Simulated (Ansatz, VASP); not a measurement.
## CoO: VASP beside Ansatz

```
Co O
1.0
     0.00000    2.16174    2.16174
     2.16174    0.00000    2.16174
     2.16174    2.16174    0.00000
Co O
1 1
Cartesian
  0.0000 0.0000 0.0000
  2.1617 2.1617 2.1617
```

Alike in both runs: task single point; functional BLYP; k mesh 10 × 10 × 10; occupations gaussian, width 0.05 eV; collinear spin; Hubbard terms Co d U = 3.3 eV.

```csv
,VASP,Ansatz
version,VASP 6.6.1,Ansatz 0.2.0
potentials or method,"VASP PAW PBE potentials, release 64 (Co_sv, O), cutoff 700 eV","scalar-relativistic, plane waves, PAW"
valence electrons in the cell,23,23
```

VASP gave:

- pressure (GPa): -1.3
- net moment per atom (μB): 1.50
- size of the moment on the site where the two differ most (μB): 2.67

Question: What did Ansatz give for the same quantities?

Answer: Pressure (GPa): 6.9; net moment per atom (μB): 1.50; size of the moment on the site where the two differ most (μB): 2.60.

VASP's potentials were made for PBE, not for BLYP. Site moments also hang on the region over which each program counts them. The programs project onto different local orbitals, so the same U acts differently, and such runs can settle in different states. Ansatz's warnings: symmetry narrowed by occupation matrices.
